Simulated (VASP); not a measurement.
# CuAs3: single point with PBE

CuAs3:

```
CELL_PARAMETERS angstrom
0.00000 3.83168 3.83168
3.83168 0.00000 3.83168
3.83168 3.83168 0.00000
ATOMIC_POSITIONS crystal
Cu 0.99973 0.00589 0.99793
As 0.26099 0.24482 0.24524
As 0.74072 0.74402 0.76036
As 0.50534 0.49266 0.49772
```

This cell differs from its parent crystal: atoms moved at random.

```yaml
Program: VASP 6.6.1
Task: single point
Functional: PBE
Potentials_or_basis: VASP PAW PBE potentials, release 64 (Cu, As)
Cutoff: 520 eV
k_mesh: 6 × 6 × 6
Occupations: fermi-dirac, width 0.05 eV
Spin: no spin polarisation
```

```yaml
Pressure: -13.7 GPa
Largest_force: 0.101 eV/Å
Band_gap_on_the_k_mesh: zero (bands 13 and 14 overlap by 1.64 eV)
```

Forces in eV/Å, atoms in the order of the input:
```
Cu   0.028 -0.034  0.060
As  -0.032  0.043  0.005
As   0.035  0.007 -0.095
As  -0.031 -0.016  0.031
```

Stress tensor (GPa, compression positive):
```
-13.70   0.09   0.01
  0.09 -13.68  -0.06
  0.01  -0.06 -13.72
```

Levels at points of the mesh, in eV from the Fermi level:
| k point | band 9 | band 10 | band 11 | band 12 | band 13 | band 14 | band 15 | band 16 | band 17 | band 18 |
| --- | --- | --- | --- | --- | --- | --- | --- | --- | --- | --- |
| (0.00, 0.00, 0.00) | -1.59 | -1.56 | -1.42 | -0.72 | -0.71 | -0.68 | 0.57 | 0.63 | 0.83 | 0.96 |
| (0.50, 0.00, 0.00) | -1.53 | -1.30 | -1.24 | -1.23 | -1.17 | -0.29 | 1.08 | 1.90 | 1.95 | 3.05 |
| (0.00, 0.50, 0.00) | -1.52 | -1.29 | -1.25 | -1.20 | -1.05 | -0.28 | 1.08 | 1.80 | 1.90 | 2.95 |
| (0.00, 0.00, 0.50) | -1.52 | -1.25 | -1.21 | -1.18 | -1.03 | -0.27 | 1.09 | 1.75 | 1.82 | 2.89 |
| (0.50, 0.50, 0.50) | -1.52 | -1.28 | -1.24 | -1.18 | -1.04 | -0.27 | 1.08 | 1.78 | 1.87 | 2.92 |
| (0.50, 0.50, 0.00) | -1.57 | -1.55 | -1.52 | -0.26 | 0.90 | 0.95 | 1.27 | 1.72 | 1.85 | 2.27 |
| (0.00, 0.50, 0.50) | -1.56 | -1.55 | -1.52 | -0.26 | 0.91 | 0.94 | 1.26 | 1.75 | 1.83 | 2.28 |
| (0.50, 0.00, 0.50) | -1.56 | -1.55 | -1.52 | -0.26 | 0.92 | 0.93 | 1.26 | 1.78 | 1.80 | 2.29 |

Run time: 5.7 min on 1 thread of Intel Xeon 8259CL, on a shared host, peak memory 0.42 GiB.

Caveat: the cell differs from its parent crystal (atoms moved at random); the cell stands under tension.
